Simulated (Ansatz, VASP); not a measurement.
TiB2: VASP beside Ansatz

File INCAR:

```
SYSTEM = TiB2
  PREC = Accurate
  ENCUT = 520
  EDIFF = 1E-6
  ISMEAR = -1
  SIGMA = 0.08
  LREAL = .FALSE.
  LASPH = .TRUE.
  NELM = 60
  ALGO = Normal
  ISIF = 2
  LWAVE = .FALSE.
  LCHARG = .FALSE.
  GGA = PS
  NBANDS = 16
```

KPOINTS

```
regular mesh
0
G
  15 15 13
  0 0 0
```

The input POSCAR:

```
TiB2
1.0
    3.0291982016      0.0151459910      0.0151459910
   -1.5014822878      2.6157896002      0.0055438175
    0.0161420000      0.0161420000      3.2284000000
Ti B
1 2
Direct
    0.0000000000      0.0000000000      0.0000000000
    0.3333333333      0.6666666667      0.5000000000
    0.6666666667      0.3333333333      0.5000000000
```

Input for Ansatz:

```yaml
crystal:
  lattice:
    - [3.0291982016, 0.015145991, 0.015145991]
    - [-1.5014822878, 2.6157896002, 0.0055438175]
    - [0.016142, 0.016142, 3.2284]
  atoms:
    - { symbol: Ti, position: [0.0, 0.0, 0.0] }
    - { symbol: B, position: [0.3333333333, 0.6666666667, 0.5] }
    - { symbol: B, position: [0.6666666667, 0.3333333333, 0.5] }
kpoints:
  mp_grid: { grid: [15, 15, 13] }
  band_path:
    path:
      - [0.0, 0.0, 0.0]
      - [0.0, -0.5, 0.0]
      - [0.0, 0.0, 0.5]
      - [0.0, 0.0, 0.0]
      - [-0.5, 0.0, 0.0]
      - [-0.5, 0.5, -0.5]
      - [0.0, 0.0, 0.0]
      - [-0.5, 0.0, -0.5]
      - [-0.5, 0.5, 0.0]
    npoints: 5
scf:
  occupations: { method: fermi_dirac, width: 0.08 }
hamiltonian:
  xc: pbesol
  pseudopotentials: { kind: all_electron, lapw: { basis_error: 0.001 } }
output:
  forces: true
  stress: true
  eigenvalues: true
```

Change from the starting cell: equal xy, yz and zx shear strains of +1 %.

Alike in both runs: task single point; functional PBEsol; k mesh 15 × 15 × 13; occupations fermi-dirac, width 0.08 eV; no spin polarisation.

|  | VASP | Ansatz |
| --- | --- | --- |
| version | VASP 6.6.1 | Ansatz 0.2.0 |
| potentials or method | VASP PAW PBE potentials, release 64 (Ti_sv, B), cutoff 520 eV | all-electron LAPW, scalar-relativistic |

```tsv
	VASP	Ansatz	Ansatz less VASP
pressure (GPa)	-4.6	-5.1	-0.43
traceless stress, the component that is largest in VASP (GPa)	-2.92	-2.92	+0.002
rms of the force components (eV/Å)	0.018	0.018	-0.0006
```

VASP's potentials were made for PBE, not for PBEsol. Atom by atom the forces differ by 0.001 eV/Å (rms over components). Ansatz ran all-electron here, and VASP with PAW potentials.
